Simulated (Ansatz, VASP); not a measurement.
# Two plane-wave programs on Au

```
Au
1.0
     0.00000    2.01951    2.01951
     2.01951    0.00000    2.01951
     2.01951    2.01951    0.00000
Au
1
Direct
  0.00000 0.00000 0.00000
```

Alike in both runs: task single point; functional PBEsol; k mesh 8 × 8 × 8; occupations gaussian, width 0.1 eV; no spin polarisation.

```csv
,VASP,Ansatz
version,VASP 6.6.1,Ansatz 0.2.0
potentials or method,"VASP PAW PBE potentials, release 64 (Au), cutoff 500 eV","scalar-relativistic, plane waves, PAW"
valence electrons in the cell,11,19
```

Ansatz gave:

* gap on the k mesh at the Fermi level (eV): none
* pressure (GPa): 7.3

Problem. Estimate VASP's values.

Solution. gap on the k mesh at the Fermi level (eV): none; pressure (GPa): 7.0.

VASP's potentials were made for PBE, not for PBEsol. A gap of «none» marks a metal or a gap that the smearing closes. With one functional, cell and mesh, what is left measures potentials, basis and numerics. VASP's potentials hold 11 valence electrons a cell and Ansatz's 19, so a difference there can come from the potentials and not from the codes.

Spin-orbit coupling is off throughout.
